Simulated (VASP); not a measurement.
## SiC: relaxation of cell and atoms with PBE

The system is SiC.

```
CELL_PARAMETERS angstrom
0.00000 2.17400 2.17400
2.17400 0.00000 2.17400
2.17400 2.17400 0.00000
ATOMIC_POSITIONS crystal
Si 0.00000 0.00000 0.00000
C 0.75000 0.75000 0.75000
```

```json
{"Program": "VASP 6.6.1", "Task": "relaxation of cell and atoms", "Functional": "PBE", "Potentials or basis": "VASP PAW PBE potentials, release 64 (Si, C)", "Cutoff": "600 eV", "k mesh": "12 × 12 × 12", "Occupations": "gaussian, width 0.02 eV", "Spin": "no spin polarisation", "Dipole correction": "no", "Further INCAR settings": "ALGO = Normal; EDIFF = 1e-07; IBRION = 2; EDIFFG = -0.005; NSW = 100; ISIF = 3"}
```

```yaml
Relaxed_volume: 10.49 Å³/atom
Relaxed_cell: a = 3.096 Å, b = 3.096 Å, c = 3.096 Å, α = 60.00°, β = 60.00°, γ = 60.00°
Space_group_after_relaxing_to_0.05_Å: F-43m (No. 216)
Energy_gained_by_relaxing: 3.1 meV/atom
Ionic_steps: 3
Pressure_after_relaxing: 0.0 GPa
Band_gap_on_the_k_mesh: 1.37 eV, indirect (least direct gap 4.53 eV)
```

The path:
```
step  energy change (eV)  largest force (eV/Å)  pressure (GPa)  volume (Å³)
   1              0.0000                0.0000            4.64        20.55
   2              0.0003                0.0000           -4.42        21.45
   3             -0.0062                0.0000           -0.01        20.99
```

Final structure:
```yaml
crystal:
  lattice:
    - [0.00000, 2.18929, 2.18929]
    - [2.18929, 0.00000, 2.18929]
    - [2.18929, 2.18929, 0.00000]
  atoms:
    - { symbol: Si, position: [0.00000, 0.00000, 0.00000] }
    - { symbol: C, position: [0.75000, 0.75000, 0.75000] }
```

Levels at points of the mesh, in eV from the valence-band top:
```
           k point  band 1  band 2  band 3  band 4  band 5  band 6  band 7  band 8
(0.00, 0.00, 0.00)  -15.29    0.00    0.00    0.00    6.07    7.21    7.21    7.21
(0.50, 0.00, 0.00)  -11.78   -8.46   -1.05   -1.05    5.31    7.17    7.17    9.98
(0.50, 0.50, 0.00)  -10.34   -7.75   -3.16   -3.16    1.37    4.27   13.87   13.87
```

It took 29 s on 1 thread of AMD EPYC 7R13 Processor (Zen 3), with other jobs on the host, peak memory 0.13 GiB.

A k mesh can miss the band edges. Zero-point motion and thermal expansion aren't in these numbers.
